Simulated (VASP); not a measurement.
# Al16Cu in VASP: single point with PBE+D3(BJ)

Aim: the single point of Al16Cu with PBE+D3(BJ).

Program: VASP 6.6.1. These are calculated values, not measurements. Logs are shortened: lines on timing, memory, paths and dates and some standing lists are left out, and cuts for length are marked.

## (1) The cell of the first run

The cell holds a slab with vacuum, 17 atoms: a = 5.631 Å, b = 7.964 Å, c = 21.329 Å, α = 90.00°, β = 90.00°, γ = 90.00°.

## (2) Single point, PBE+D3(BJ)

File INCAR:

```
SYSTEM = Al16Cu
PREC = Accurate
ENCUT = 520
EDIFF = 1E-7
ISMEAR = 0
SIGMA = 0.1
LREAL = Auto
LASPH = .True.
NELM = 100
ALGO = Normal
ISIF = 2
LWAVE = .False.
LCHARG = .False.
LDIPOL = .True.
IDIPOL = 3
DIPOL = 0.5 0.5 0.302
GGA = PE
IVDW = 12
NBANDS = 44
```

File KPOINTS:

```
Automatic mesh
0
Gamma
  5 4 1
  0 0 0
```

File POSCAR:

```
Al16Cu
1.0
    5.6314608543      0.0000000000      0.0000000000
    0.0000000000      7.9640883162      0.0000000000
    0.0000000000      0.0000000000     21.3288851192
Al Cu
16 1
Direct
    0.2500000000      0.2500000000      0.1875391038
    0.2500000000      0.7500000000      0.1875391038
    0.7500000000      0.2500000000      0.1875391038
    0.7500000000      0.7500000000      0.1875391038
    0.0000000000      0.0000000000      0.2535465489
    0.0000000000      0.5000000000      0.2535465489
    0.5000000000      0.0000000000      0.2535465489
    0.5000000000      0.5000000000      0.2535465489
    0.2500000000      0.2500000000      0.3225569796
    0.2500000000      0.7500000000      0.3225569796
    0.7500000000      0.2500000000      0.3225569796
    0.7500000000      0.7500000000      0.3225569796
    0.0000000000      0.0000000000      0.3858094351
    0.0000000000      0.5000000000      0.3858094351
    0.5000000000      0.0000000000      0.3858094351
    0.5000000000      0.5000000000      0.3858094351
    0.1250000000      0.1250000000      0.5311522405
```

Potentials or basis: VASP PAW PBE potentials, release 64 (Al, Cu).

On the command line:

```sh
$ cat potpaw_PBE.64/Al/POTCAR potpaw_PBE.64/Cu/POTCAR > POTCAR
$ mpirun -np 1 vasp_std > vasp.out
```

OUTCAR:

```text
SYSTEM = Al16Cu
   PREC = Accurate
   ENCUT = 520
   EDIFF = 1E-7
   ISMEAR = 0
   LREAL = Auto
   LASPH = .True.
   NELM = 100
   ISIF = 2
   GGA = PE
   IVDW = 12
 IVDW          = 12

 ion  position               nearest neighbor table
   1  0.250  0.250  0.188-   3 2.82   3 2.82   6 2.82   7 2.82   8 2.82   5 2.82   9 2.88
   2  0.250  0.750  0.188-   4 2.82   4 2.82   6 2.82   7 2.82   8 2.82   5 2.82  10 2.88
   3  0.750  0.250  0.188-   1 2.82   1 2.82   6 2.82   7 2.82   8 2.82   5 2.82  11 2.88
   4  0.750  0.750  0.188-   2 2.82   2 2.82   6 2.82   7 2.82   8 2.82   5 2.82  12 2.88
   5  0.000  0.000  0.254-   7 2.82   7 2.82   3 2.82   4 2.82   1 2.82   2 2.82  13 2.82  11 2.85
                            12 2.85   9 2.85  10 2.85
   6  0.000  0.500  0.254-   8 2.82   8 2.82   3 2.82   4 2.82   1 2.82   2 2.82  14 2.82  11 2.85
                            12 2.85   9 2.85  10 2.85
   7  0.500  0.000  0.254-   5 2.82   5 2.82   3 2.82   4 2.82   1 2.82   2 2.82  15 2.82  11 2.85
                            12 2.85   9 2.85  10 2.85
   8  0.500  0.500  0.254-   6 2.82   6 2.82   3 2.82   4 2.82   1 2.82   2 2.82  16 2.82  11 2.85
                            12 2.85   9 2.85  10 2.85
   9  0.250  0.250  0.323-  13 2.79  14 2.79  15 2.79  16 2.79  11 2.82  11 2.82   7 2.85   8 2.85
                             5 2.85   6 2.85   1 2.88
  10  0.250  0.750  0.323-  13 2.79  14 2.79  15 2.79  16 2.79  12 2.82  12 2.82   7 2.85   8 2.85
                             5 2.85   6 2.85   2 2.88
  11  0.750  0.250  0.323-  13 2.79  14 2.79  15 2.79  16 2.79   9 2.82   9 2.82   7 2.85   8 2.85
                             5 2.85   6 2.85   3 2.88
  12  0.750  0.750  0.323-  13 2.79  14 2.79  15 2.79  16 2.79  10 2.82  10 2.82   7 2.85   8 2.85
                             5 2.85   6 2.85   4 2.88
  13  0.000  0.000  0.386-   9 2.79  10 2.79  11 2.79  12 2.79  15 2.82  15 2.82   5 2.82
  14  0.000  0.500  0.386-   9 2.79  10 2.79  11 2.79  12 2.79  16 2.82  16 2.82   6 2.82
  15  0.500  0.000  0.386-   9 2.79  10 2.79  11 2.79  12 2.79  13 2.82  13 2.82   7 2.82
  16  0.500  0.500  0.386-   9 2.79  10 2.79  11 2.79  12 2.79  14 2.82  14 2.82   8 2.82
  17  0.125  0.125  0.531-

  LATTYP: Found a simple orthorhombic cell.
 ALAT       =     5.6314608543
 B/A-ratio  =     1.4142135624
 C/A-ratio  =     3.7874515461

  Lattice vectors:

 A1 = (   5.6314608543,   0.0000000000,   0.0000000000)
 A2 = (   0.0000000000,   7.9640883162,   0.0000000000)
 A3 = (   0.0000000000,   0.0000000000,  21.3288851192)

Analysis of symmetry for initial positions (statically):
=====================================================================
 Subroutine PRICEL returns:
 Original cell was already a primitive cell.

 Routine SETGRP: Setting up the symmetry group for a
 simple orthorhombic supercell.

 Subroutine GETGRP returns: Found  1 space group operations
 (whereof  1 operations were pure point group operations)
 out of a pool of  8 trial point group operations.

[... 152 lines left out ...]
  Fermi-wavevector in a.u.,A,eV,Ry     =   0.646820  1.222313  5.692360  0.418377
  Thomas-Fermi vector in A             =   1.714927
   LORBIT       =      0    0 simple, 1 ext, 2 COOP (PROOUT), +10 PAW based schemes
   GGA     = PE    functional components
   LHFCALC =     F    Hartree Fock is set to
   AEXX    =    0.0000 exact exchange contribution
   IVDW    =    12    specifies the selected vdW correction
   LEPSILON=     F    determine dielectric tensor
   LRPA    =     F    only Hartree local field effects (RPA)
 non-spin polarized calculation
 Gauss-broadening in eV      SIGMA  =   0.10
  energy-cutoff  :      520.00
  volume of cell :      956.59
 maximum number of plane-waves:     25803
 NGX is ok and might be reduce to    42
   NGX = 21   NGY = 29   NGZ = 79

 dipolmoment           0.000000      0.000000     -0.021588 electrons x Angstroem

 number of electron      59.0000018 magnetization

 dipolmoment           0.000000      0.000000      0.074157 electrons x Angstroem

 Free energy of the ion-electron system (eV)
  ---------------------------------------------------
  ext. energy  EPLUGINS =         0.00000000
  ---------------------------------------------------
  free energy    TOTEN  =       -55.79302332 eV

  energy without entropy =      -55.72992915  energy(sigma->0) =      -55.76147623

 E-fermi :  -0.6265     XC(G=0):  -4.1190

 val. band max:       -0.6294941809   @ k =   0.2000  -0.2500   0.0000
 cond. band min:      -0.6012025402   @ k =   0.0000   0.0000   0.0000
 fundamental gap:      0.0282916407
 Fermi energy:        -0.6265296461

 k-point     1 :       0.0000    0.0000    0.0000
  band No.  band energies     occupation
      1     -11.0827      2.00000
      2      -8.8286      2.00000
      3      -8.7765      2.00000
      4      -8.6335      2.00000
      5      -6.5404      2.00000
      6      -6.5082      2.00000
[... 473 lines left out ...]
     40       1.9034      0.00000
     41       1.9829      0.00000
 [bands above 41 left out]

------------------------ aborting loop because EDIFF is reached ----------------------------------------

 vacuum level on the upper side and lower side of the slab       (xc-potential included)        -0.024        -0.261

 Edisp (eV)   -3.56610

 E8    (eV) :    -1.6665

  FORCE on cell =-STRESS in cart. coord.  units (eV):
  Direction    XX          YY          ZZ          XY          YZ          ZX
  --------------------------------------------------------------------------------------
  -------------------------------------------------------------------------------------
  Total     -11.69673    -3.75644    -4.70053    -0.04474    -0.50834    -0.34017
  in kB     -19.59069    -6.29161    -7.87285    -0.07494    -0.85142    -0.56975
  external pressure =      -11.25 kB  Pullay stress =        0.00 kB

 VOLUME and BASIS-vectors are now :
 -----------------------------------------------------------------------------
  energy-cutoff  :      520.00
  volume of cell :      956.59
      direct lattice vectors                 reciprocal lattice vectors
     5.631460854  0.000000000  0.000000000     0.177573817  0.000000000  0.000000000
     0.000000000  7.964088316  0.000000000     0.000000000  0.125563650  0.000000000
     0.000000000  0.000000000 21.328885119     0.000000000  0.000000000  0.046884776

 POSITION                                       TOTAL-FORCE (eV/Angst)
 -----------------------------------------------------------------------------------
      1.40787      1.99102      4.00000        -0.024471     -0.013026      0.175744
      1.40787      5.97307      4.00000         0.022078     -0.005006      0.158765
      4.22360      1.99102      4.00000         0.031915     -0.004229      0.181147
      4.22360      5.97307      4.00000        -0.017169     -0.011332      0.146046
      0.00000      0.00000      5.40787        -0.072277      0.006292     -0.154909
      0.00000      3.98204      5.40787        -0.027384      0.002505     -0.097474
[... 9 lines left out ...]
      2.81573      3.98204      8.22889        -0.014127     -0.006398      0.004482
      0.70393      0.99551     11.32889        -0.084813     -0.189582     -1.075558
 -----------------------------------------------------------------------------------
    total drift:                                0.000158     -0.000293      0.000620

  FREE ENERGIE OF THE ION-ELECTRON SYSTEM (eV)
  ---------------------------------------------------
  free  energy   TOTEN  =       -59.3591276299 eV

  energy  without entropy=      -59.2960334696  energy(sigma->0) =      -59.32758055

 vacuum level on the upper side and lower side of the slab         3.570         3.322
```

OSZICAR:

```text
N       E                     dE             d eps       ncg     rms          rms(c)
DAV:   1     0.259980042903E+03    0.25998E+03   -0.16861E+04   968   0.937E+02
[... 39 lines left out ...]
DAV:  41    -0.557930389315E+02    0.41291E-04   -0.11134E-04  1460   0.709E-02    0.314E-02
DAV:  42    -0.557930220985E+02    0.16833E-04   -0.42325E-05  1216   0.557E-02    0.149E-02
DAV:  43    -0.557930214760E+02    0.62260E-06   -0.11376E-05  1404   0.229E-02    0.648E-03
DAV:  44    -0.557930222984E+02   -0.82248E-06   -0.44050E-07  1080   0.420E-03    0.491E-03
DAV:  45    -0.557930228484E+02   -0.54998E-06   -0.37727E-06  1016   0.172E-02    0.139E-03
DAV:  46    -0.557930232284E+02   -0.37999E-06   -0.76850E-07  1176   0.568E-03    0.303E-03
DAV:  47    -0.557930233151E+02   -0.86659E-07   -0.11616E-07   916   0.310E-03
   1 F= -.59359128E+02 E0= -.59327581E+02  d E =-.630942E-01
```

It took 14 min on 1 thread of Intel Xeon 6975P-C (Granite Rapids), shared host; peak memory 0.93 GiB.

Results:

| Quantity | Value |
| --- | --- |
| Free energy | -59.3591 eV |
| Largest force | 1.095 eV/Å |
| Band gap on the k mesh | zero (an odd number of electrons rules out a gap without spin polarisation) |
| Dispersion energy per atom | -0.210 eV |

Forces on the atoms (eV/Å):
```
Al  -0.024 -0.013  0.176
Al   0.022 -0.005  0.159
Al   0.032 -0.004  0.181
Al  -0.017 -0.011  0.146
Al  -0.072  0.006 -0.155
Al  -0.027  0.003 -0.097
Al   0.080 -0.024 -0.108
Al   0.014  0.024 -0.079
Al   0.033 -0.003 -0.075
Al   0.048  0.037  0.001
Al  -0.016 -0.037 -0.049
Al  -0.034  0.032 -0.056
Al   0.050  0.247  0.804
Al   0.013 -0.080  0.103
Al  -0.001  0.025  0.121
Al  -0.014 -0.006  0.004
Cu  -0.085 -0.190 -1.076
```

Levels at points of the mesh, in eV from the Fermi level:
| k point | band 26 | band 27 | band 28 | band 29 | band 30 | band 31 | band 32 | band 33 |
| --- | --- | --- | --- | --- | --- | --- | --- | --- |
| (0.00, 0.00, 0.00) | -0.73 | -0.70 | -0.67 | -0.53 | -0.26 | -0.14 | 0.03 | 0.20 |
| (0.00, 0.50, 0.00) | -0.78 | -0.76 | -0.72 | -0.71 | -0.11 | 0.26 | 0.28 | 0.30 |

The gap in the log of VASP goes by the Fermi energy; the results here count the filled bands.